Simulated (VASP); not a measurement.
SnSe: single point with r2SCAN

The system is SnSe.

```
Sn Se
1.0
     0.00000    3.07866    3.07866
     3.07866    0.00000    3.07866
     3.07866    3.07866    0.00000
Sn Se
1 1
Direct
  0.00000 0.00000 0.00000
  0.50000 0.50000 0.50000
```

| Property | Result |
| --- | --- |
| Program | VASP 6.6.1 |
| Task | single point |
| Functional | r2SCAN |
| Potentials or basis | VASP PAW PBE potentials, release 64 (Sn_d, Se) |
| Cutoff | 520 eV |
| k mesh | 6 × 6 × 6 |
| Occupations | gaussian, width 0.01 eV |
| Spin | no spin polarisation |
| Dipole correction | no |
| Further INCAR settings | ALGO = Normal; EDIFF = 1e-07; NBANDS = 17 |

```
Pressure               : -3.5 GPa
Band gap on the k mesh : 0.16 eV, direct
```

Levels at points of the mesh, in eV from the valence-band top:
```tsv
k point	band 6	band 7	band 8	band 9	band 10	band 11	band 12	band 13	band 14	band 15
(0.00, 0.00, 0.00)	-14.31	-5.52	-2.47	-2.47	-2.47	4.06	4.06	4.06	6.09	6.09
(0.50, 0.00, 0.00)	-13.48	-8.26	-2.22	-2.22	0.00	0.16	1.14	1.14	8.33	10.08
(0.50, 0.50, 0.00)	-13.24	-6.38	-5.51	-3.81	-3.81	3.30	5.04	5.04	5.66	10.39
```

It took 46 s on 1 thread of Intel(R) Xeon(R) Platinum 8488C (Sapphire Rapids), with other jobs on the host, peak memory 0.18 GiB.

Caveat: the PAW data sets were made with another functional, which shifts forces and pressure a little; spin-orbit coupling is left out, which moves the levels of the heavy elements. A k mesh can miss the band edges.
